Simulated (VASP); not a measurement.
# MgS (Fm-3m) in VASP: further runs

Runs on MgS. Level: PBE. Tasks: electric field gradients.

Everything below comes from runs of VASP 6.6.1. Logs are shortened: lines on timing, memory, paths and dates and some standing lists are left out, and cuts for length are marked.

## (1) The cell of the first run

It takes space group Fm-3m (No. 225, cubic). Conventional cell: a = 5.168 Å, b = 5.168 Å, c = 5.168 Å, α = 90.00°, β = 90.00°, γ = 90.00°. Within 3.4 Å of Mg (site symmetry m-3m) lie 6 S at 2.58 Å. Within 3.4 Å of S (site symmetry m-3m) lie 6 Mg at 2.58 Å.

## (2) Electric field gradients, PBE (volume scaled by 0.98)

INCAR

```
  PREC = Accurate
  ENCUT = 520
  EDIFF = 1E-8
  ISMEAR = -1
  SIGMA = 0.01
  LREAL = False
  LASPH = True
  NELM = 100
  ALGO = Normal
  ISIF = 2
  LWAVE = False
  LCHARG = False
  GGA = PE
  LEFG = True
  NBANDS = 11
```

KPOINTS

```
regular mesh
0
Gamma
  8 8 8
```

POSCAR

```
MgS
1.0
    0.0000000000      2.5841887356      2.5841887356
    2.5841887356      0.0000000000      2.5841887356
    2.5841887356      2.5841887356      0.0000000000
Mg S
1 1
Direct
    0.0000000000      0.0000000000      0.0000000000
    0.5000000000      0.5000000000      0.5000000000
```

Potentials or basis: VASP PAW PBE potentials, release 64 (Mg, S).

Run with:

```sh
$ cat potpaw_PBE.64/Mg/POTCAR potpaw_PBE.64/S/POTCAR > POTCAR
$ mpirun -np 1 vasp_std > vasp.out
```

OUTCAR:

```text
PREC = Accurate
   ENCUT = 520
   EDIFF = 1E-8
   ISMEAR = -1
   LREAL = False
   LASPH = True
   NELM = 100
   ISIF = 2
   GGA = PE

 ion  position               nearest neighbor table
   1  0.000  0.000  0.000-   2 2.58   2 2.58   2 2.58   2 2.58   2 2.58   2 2.58
   2  0.500  0.500  0.500-   1 2.58   1 2.58   1 2.58   1 2.58   1 2.58   1 2.58

  LATTYP: Found a face centered cubic cell.
 ALAT       =     5.1683774712

  Lattice vectors:

 A1 = (   0.0000000000,   2.5841887356,   2.5841887356)
 A2 = (   2.5841887356,   0.0000000000,   2.5841887356)
 A3 = (   2.5841887356,   2.5841887356,   0.0000000000)

Analysis of symmetry for initial positions (statically):
=====================================================================
 Subroutine PRICEL returns:
 Original cell was already a primitive cell.

 Routine SETGRP: Setting up the symmetry group for a
 face centered cubic supercell.

 Subroutine GETGRP returns: Found 48 space group operations
 (whereof 48 operations were pure point group operations)
 out of a pool of 48 trial point group operations.

The static configuration has the point symmetry O_h .

Analysis of symmetry for dynamics (positions and initial velocities):
=====================================================================
 Subroutine PRICEL returns:
 Original cell was already a primitive cell.

 Routine SETGRP: Setting up the symmetry group for a
 face centered cubic supercell.

 Subroutine GETGRP returns: Found 48 space group operations
 (whereof 48 operations were pure point group operations)
 out of a pool of 48 trial point group operations.

The dynamic configuration has the point symmetry O_h .

 Subroutine INISYM returns: Found 48 space group operations
 (whereof 48 operations are pure point group operations),
 and found     1 'primitive' translations

----------------------------------------------------------------------------------------

                                     Primitive cell

  volume of cell :      34.5146

  direct lattice vectors                    reciprocal lattice vectors
     0.000000000  2.584188736  2.584188736    -0.193484320  0.193484320  0.193484320
     2.584188736  0.000000000  2.584188736     0.193484320 -0.193484320  0.193484320
     2.584188736  2.584188736  0.000000000     0.193484320  0.193484320 -0.193484320

  length of vectors
     3.654594758  3.654594758  3.654594758     0.335124673  0.335124673  0.335124673

  position of ions in fractional coordinates (direct lattice)
     0.000000000  0.000000000  0.000000000
     0.500000000  0.500000000  0.500000000

  ion indices of the primitive-cell ions
   primitive index   ion index
                 1           1
                 2           2

----------------------------------------------------------------------------------------

 KPOINTS: regular mesh

Automatic generation of k-mesh.
 Grid dimensions read from file:
 generate k-points for:    8    8    8

 Generating k-lattice:

  Cartesian coordinates                     Fractional coordinates (reciprocal lattice)
    -0.024185540  0.024185540  0.024185540     0.125000000  0.000000000  0.000000000
     0.024185540 -0.024185540  0.024185540     0.000000000  0.125000000  0.000000000
     0.024185540  0.024185540 -0.024185540     0.000000000  0.000000000  0.125000000

  Length of vectors
     0.041890584  0.041890584  0.041890584

  Shift w.r.t. Gamma in fractional coordinates (k-lattice)
     0.000000000  0.000000000  0.000000000

 Subroutine IBZKPT returns following result:
 ===========================================

 Found     29 irreducible k-points:

 Following reciprocal coordinates:
            Coordinates               Weight
  0.000000  0.000000  0.000000      1.000000
  0.125000  0.000000  0.000000      8.000000
  0.250000  0.000000  0.000000      8.000000
  0.375000  0.000000  0.000000      8.000000
  0.500000  0.000000  0.000000      4.000000
  0.125000  0.125000  0.000000      6.000000
[... 16 lines left out ...]
  0.500000  0.250000  0.125000     48.000000
 -0.375000  0.250000  0.125000     24.000000
 [... further k-points ...]
   k-points           NKPTS =     29   k-points in BZ     NKDIM =     29   number of bands    NBANDS=     11
   number of dos      NEDOS =    301   number of ions     NIONS =      2
   total plane-waves  NPLWV =  21952
   dimension x,y,z NGX =    28 NGY =   28 NGZ =   28
   dimension x,y,z NGXF=    56 NGYF=   56 NGZF=   56
   ions per type =               1   1
   NGX,Y,Z   is equivalent  to a cutoff of  12.74, 12.74, 12.74 a.u.
   NGXF,Y,Z  is equivalent  to a cutoff of  25.47, 25.47, 25.47 a.u.
 SYSTEM =  unknown system
   PREC   = accura    normal or accurate (medium, high low for compatibility)
   ISTART =      0    job   : 0-new  1-cont  2-samecut
   ICHARG =      2    charge: 1-file 2-atom 10-const
   ISPIN  =      1    spin polarized calculation?
   LNONCOLLINEAR =      F non collinear calculations
   LSORBIT =      F    spin-orbit coupling
   LASPH  =      T    aspherical Exc in radial PAW
   ENCUT  =  520.0 eV  38.22 Ry    6.18 a.u.   6.80  6.80  6.80*2*pi/ulx,y,z
   NELM   =    100;   NELMIN=  2; NELMDL= -5     # of ELM steps
   EDIFF  = 0.1E-07   stopping-criterion for ELM
   LREAL  =      F    real-space projection
   EDIFFG = 0.1E-06   stopping-criterion for IOM
   NSW    =      0    number of steps for IOM
   IBRION =     -1    ionic relax: 0-MD 1-quasi-New 2-CG
   NFREE  =      0    steps in history (QN), initial steepest desc. (CG)
   ISIF   =      2    stress and relaxation
   ISYM   =      2    0-nonsym 1-usesym 2-fastsym
   POTIM  = 0.5000    time-step for ionic-motion
   TEBEG  =    0.0;   TEEND  =   0.0 temperature during run
   PSTRESS=    0.0 pullay stress
   NELECT =       8.0000    total number of electrons
   NUPDOWN=      -1.0000    fix difference up-down
   EMIN   =  10.00;   EMAX   =-10.00  energy-range for DOS
   EFERMI =   0.00;   METHOD = LEGACY
   ISMEAR =    -1;   SIGMA  =   0.01  broadening in eV -4-tet -1-fermi 0-gaus
   EFERMI_NEDOS =   21; number of points for ismear=-14 and -15
   IALGO  =     38    algorithm
   IMIX   =      4    mixing-type and parameters
     AMIX     =   0.40;   BMIX     =  1.00
     AMIX_MAG =   1.60;   BMIX_MAG =  1.00
  volume/ion in A,a.u.               =      17.26       116.46
  Fermi-wavevector in a.u.,A,eV,Ry     =   1.005628  1.900361 13.759398  1.011287
  Thomas-Fermi vector in A             =   2.138319
   LORBIT       =      0    0 simple, 1 ext, 2 COOP (PROOUT), +10 PAW based schemes
   GGA     = PE    functional components
[... 5 lines left out ...]
 non-spin polarized calculation
  energy-cutoff  :      520.00
  volume of cell :       34.51
 maximum number of plane-waves:       950
   NGX = 13   NGY = 13   NGZ = 13

 number of electron       7.9999999 magnetization

 Free energy of the ion-electron system (eV)
  ---------------------------------------------------
  ext. energy  EPLUGINS =         0.00000000
  ---------------------------------------------------
  free energy    TOTEN  =        -8.49436455 eV

  energy without entropy =       -8.49436455  energy(sigma->0) =       -8.49436455

 E-fermi :   4.0994     XC(G=0):  -9.7718

 val. band max:        3.9073158344   @ k =   0.0000   0.0000   0.0000
 cond. band min:       6.7266001061   @ k =   0.5000   0.5000   0.0000
 fundamental gap:      2.8192842717
 Fermi energy:         4.0993983128

 k-point     1 :       0.0000    0.0000    0.0000
  band No.  band energies     occupation
      1      -8.8761      2.00000
      2       3.9073      2.00000
      3       3.9073      2.00000
      4       3.9073      2.00000
      5       7.7793      0.00000
      6      11.8485      0.00000
      7      11.8485      0.00000
      8      11.8485      0.00000
      9      14.2793      0.00000
     10      14.2793      0.00000
     11      16.4929      0.00000

 k-point     2 :       0.1250    0.0000    0.0000
  band No.  band energies     occupation
      1      -8.7201      2.00000
      2       2.8468      2.00000
      3       3.8020      2.00000
      4       3.8020      2.00000
      5       8.5712      0.00000
      6      11.5493      0.00000
      7      12.1061      0.00000
      8      12.1061      0.00000
      9      13.6590      0.00000
     10      13.6590      0.00000
     11      16.7561      0.00000
[... 295 lines left out ...]
 k-point    24 :      -0.3750    0.2500    0.1250
  band No.  band energies     occupation
      1      -7.3145      2.00000
      2      -0.4951      2.00000
      3       1.7120      2.00000
      4       2.7222      2.00000
      5       9.5279      0.00000
      6      10.0598      0.00000
      7      12.3899      0.00000
      8      13.4273      0.00000
      9      16.2629      0.00000
     10      17.3826      0.00000
     11      19.6016      0.00000

 [... further k-points ...]
[... 5 lines left out ...]
  --------------------------------------------------------------------------------------
  -------------------------------------------------------------------------------------
  Total        0.5408820      0.5408820      0.5408820     -0.0000000      0.0000000     -0.0000000
  in kB       25.1079015     25.1079015     25.1079015     -0.0000000      0.0000000     -0.0000000
  external PRESSURE =      25.1079015 kB  Pullay stress =       0.0000000 kB

 VOLUME and BASIS-vectors are now :
 -----------------------------------------------------------------------------
  energy-cutoff  :      520.00
  volume of cell :       34.51
      direct lattice vectors                 reciprocal lattice vectors
     0.000000000  2.584188736  2.584188736    -0.193484320  0.193484320  0.193484320
     2.584188736  0.000000000  2.584188736     0.193484320 -0.193484320  0.193484320
     2.584188736  2.584188736  0.000000000     0.193484320  0.193484320 -0.193484320

 POSITION                                       TOTAL-FORCE (eV/Angst)
 -----------------------------------------------------------------------------------
      0.00000      0.00000      0.00000         0.000000      0.000000     -0.000000
      2.58419      2.58419      2.58419        -0.000000     -0.000000      0.000000
 -----------------------------------------------------------------------------------
    total drift:                                0.000000      0.000000      0.000000

  FREE ENERGIE OF THE ION-ELECTRON SYSTEM (eV)
  ---------------------------------------------------
  free  energy   TOTEN  =        -8.4943645548 eV

  energy  without entropy=       -8.4943645548  energy(sigma->0) =       -8.49436455

 Electric field gradients (V/A^2)
---------------------------------------------------------------------
 ion       V_xx      V_yy      V_zz      V_xy      V_xz      V_yz
---------------------------------------------------------------------
   1      -0.000     0.000    -0.000     0.000     0.000     0.000
   2       0.000     0.000     0.000    -0.000    -0.000    -0.000
---------------------------------------------------------------------

 Electric field gradients after diagonalization (V/A^2)
 (convention: |V_zz| > |V_xx| > |V_yy|)
----------------------------------------------------------------------
 ion       V_xx      V_yy      V_zz     asymmetry (V_yy - V_xx)/ V_zz
----------------------------------------------------------------------
   1      -0.000    -0.000     0.000       0.000
   2       0.000     0.000    -0.001       0.000
----------------------------------------------------------------------

           NMR quadrupolar parameters

 Cq : quadrupolar parameter    Cq=e*Q*V_zz/h
 eta: asymmetry parameters     (V_yy - V_xx)/ V_zz
 Q  : nuclear electric quadrupole moment in mb (millibarn)
----------------------------------------------------------------------
 ion       Cq(MHz)       eta       Q (mb)
----------------------------------------------------------------------
   1       0.000       0.000       1.000
   2      -0.000       0.000       1.000
----------------------------------------------------------------------
```

Wall time 16 s (1 thread of Intel Xeon Platinum 8259CL at 2.50GHz (Skylake/Cascade Lake), shared host); peak memory 0.16 GiB.

Results:

```yaml
Free_energy: -8.4944 eV
Pressure: 2.5 GPa
Band_gap_on_the_k_mesh: 2.82 eV, indirect (least direct gap 3.87 eV)
```

Caveat: without QUAD_EFG the Cq values of the log hold for a quadrupole moment of 1 mb, not for the nuclei. A k mesh can miss the band edges.

## (3) Electric field gradients, PBE (volume scaled by 1.02)

INCAR

```
PREC     = Accurate       # precision mode
ENCUT    = 520            # plane-wave cutoff, eV
EDIFF    = 1E-8           # SCF threshold, eV
ISMEAR   = -1             # smearing method
SIGMA    = 0.01           # smearing width, eV
LREAL    = False          # projectors in reciprocal space
LASPH    = True           # aspherical terms in the spheres
NELM     = 60             # most SCF steps
ALGO     = Normal         # electronic algorithm
ISIF     = 2              # what is computed and relaxed
LWAVE    = False          # write WAVECAR
LCHARG   = False          # write CHGCAR
GGA      = PE             # functional
LEFG     = True         
NBANDS   = 11             # bands
```

KPOINTS is that of step 2.

POSCAR

```
MgS
1.0
    0.0000000000      2.6188799723      2.6188799723
    2.6188799723      0.0000000000      2.6188799723
    2.6188799723      2.6188799723      0.0000000000
Mg S
1 1
Direct
    0.0000000000      0.0000000000      0.0000000000
    0.5000000000      0.5000000000      0.5000000000
```

Potentials or basis: VASP PAW PBE potentials, release 64 (Mg, S).

Run with:

```sh
$ cat potpaw_PBE.64/Mg/POTCAR potpaw_PBE.64/S/POTCAR > POTCAR
$ mpirun -np 1 vasp_std > vasp.out
```

OUTCAR:

```text
PREC = Accurate
   ENCUT = 520
   EDIFF = 1E-8
   ISMEAR = -1
   LREAL = False
   LASPH = True
   NELM = 60
   ISIF = 2
   GGA = PE

 ion  position               nearest neighbor table
   1  0.000  0.000  0.000-   2 2.62   2 2.62   2 2.62   2 2.62   2 2.62   2 2.62
   2  0.500  0.500  0.500-   1 2.62   1 2.62   1 2.62   1 2.62   1 2.62   1 2.62

  LATTYP: Found a face centered cubic cell.
 ALAT       =     5.2377599446

  Lattice vectors:

 A1 = (   0.0000000000,   2.6188799723,   2.6188799723)
 A2 = (   2.6188799723,   0.0000000000,   2.6188799723)
 A3 = (   2.6188799723,   2.6188799723,   0.0000000000)

Analysis of symmetry for initial positions (statically):
=====================================================================
 Subroutine PRICEL returns:
 Original cell was already a primitive cell.

 Routine SETGRP: Setting up the symmetry group for a
 face centered cubic supercell.

[... 523 lines left out ...]
  volume of cell :       35.92
      direct lattice vectors                 reciprocal lattice vectors
     0.000000000  2.618879972  2.618879972    -0.190921312  0.190921312  0.190921312
     2.618879972  0.000000000  2.618879972     0.190921312 -0.190921312  0.190921312
     2.618879972  2.618879972  0.000000000     0.190921312  0.190921312 -0.190921312

 POSITION                                       TOTAL-FORCE (eV/Angst)
 -----------------------------------------------------------------------------------
      0.00000      0.00000      0.00000        -0.000000     -0.000000      0.000000
      2.61888      2.61888      2.61888         0.000000      0.000000     -0.000000
 -----------------------------------------------------------------------------------
    total drift:                                0.000000      0.000000      0.000000

  FREE ENERGIE OF THE ION-ELECTRON SYSTEM (eV)
  ---------------------------------------------------
  free  energy   TOTEN  =        -8.5024947557 eV

  energy  without entropy=       -8.5024947557  energy(sigma->0) =       -8.50249476

 Electric field gradients (V/A^2)
---------------------------------------------------------------------
 ion       V_xx      V_yy      V_zz      V_xy      V_xz      V_yz
---------------------------------------------------------------------
   1       0.000     0.000     0.000     0.000     0.000     0.000
   2       0.000     0.000     0.000    -0.000    -0.000    -0.000
---------------------------------------------------------------------

 Electric field gradients after diagonalization (V/A^2)
 (convention: |V_zz| > |V_xx| > |V_yy|)
----------------------------------------------------------------------
 ion       V_xx      V_yy      V_zz     asymmetry (V_yy - V_xx)/ V_zz
----------------------------------------------------------------------
   1      -0.000    -0.000     0.000       0.000
   2       0.000     0.000    -0.001       0.000
----------------------------------------------------------------------

           NMR quadrupolar parameters

 Cq : quadrupolar parameter    Cq=e*Q*V_zz/h
 eta: asymmetry parameters     (V_yy - V_xx)/ V_zz
 Q  : nuclear electric quadrupole moment in mb (millibarn)
----------------------------------------------------------------------
 ion       Cq(MHz)       eta       Q (mb)
----------------------------------------------------------------------
   1       0.000       0.000       1.000
   2      -0.000       0.000       1.000
----------------------------------------------------------------------
```

OSZICAR:

```text
N       E                     dE             d eps       ncg     rms          rms(c)
DAV:   1     0.245918235272E+02    0.24592E+02   -0.35568E+03   646   0.593E+02
DAV:   2    -0.733923519238E+01   -0.31931E+02   -0.30220E+02   843   0.100E+02
DAV:   3    -0.890624840498E+01   -0.15670E+01   -0.15643E+01   758   0.239E+01
DAV:   4    -0.891628700847E+01   -0.10039E-01   -0.10037E-01   764   0.234E+00
DAV:   5    -0.891637589897E+01   -0.88890E-04   -0.88890E-04   804   0.217E-01    0.433E+00
DAV:   6    -0.854315509154E+01    0.37322E+00   -0.81774E-01   719   0.353E+00    0.338E+00
DAV:   7    -0.850285941010E+01    0.40296E-01   -0.22030E-01   763   0.202E+00    0.225E+00
DAV:   8    -0.850281420808E+01    0.45202E-04   -0.15712E-02   707   0.755E-01    0.100E+00
DAV:   9    -0.850248398262E+01    0.33023E-03   -0.87733E-04   716   0.168E-01    0.361E-01
DAV:  10    -0.850249873553E+01   -0.14753E-04   -0.26265E-04   767   0.740E-02    0.488E-02
DAV:  11    -0.850249495070E+01    0.37848E-05   -0.21885E-05   749   0.205E-02    0.216E-02
DAV:  12    -0.850249482367E+01    0.12703E-06   -0.84199E-07   765   0.557E-03    0.263E-03
DAV:  13    -0.850249477329E+01    0.50386E-07   -0.24073E-08   751   0.746E-04    0.315E-04
DAV:  14    -0.850249474185E+01    0.31441E-07   -0.22229E-09   427   0.252E-04    0.737E-04
DAV:  15    -0.850249475582E+01   -0.13974E-07   -0.11866E-09   400   0.151E-04    0.449E-05
DAV:  16    -0.850249475572E+01    0.94303E-10   -0.57429E-11   394   0.535E-05
   1 F= -.85024948E+01 E0= -.85024948E+01  d E =-.633504E-14
```

stdout:

```text
POSCAR found type information on POSCAR MgS
 POSCAR found :  2 types and       2 ions
 scaLAPACK will be used
 LDA part: xc-table for (Slater+PW92), standard interpolation
 POSCAR, INCAR and KPOINTS ok, starting setup
 FFT: planning ... GRIDC
 FFT: planning ... GRID_SOFT
 FFT: planning ... GRID
 WAVECAR not read
 entering main loop
ion   1

ion   2
```

Wall time 19 s (1 thread of Intel Xeon Platinum 8259CL at 2.50GHz (Skylake/Cascade Lake), shared host); peak memory 0.16 GiB.

What came out:

- Free energy: -8.5025 eV
- Pressure: -0.6 GPa
- Band gap on the k mesh: 2.73 eV, indirect (least direct gap 3.56 eV)

Levels at points of the mesh, in eV from the valence-band top:
```tsv
k point	band 1	band 2	band 3	band 4	band 5	band 6	band 7	band 8	band 9
(0.00, 0.00, 0.00)	-12.56	0.00	0.00	0.00	3.56	7.97	7.97	7.97	10.33
(0.50, 0.00, 0.00)	-11.30	-4.72	-0.57	-0.57	4.52	6.88	6.88	9.90	12.05
(0.50, 0.50, 0.00)	-10.94	-4.09	-1.64	-1.64	2.73	4.45	11.81	12.76	13.17
```

Caveat: without QUAD_EFG the Cq values of the log hold for a quadrupole moment of 1 mb, not for the nuclei.
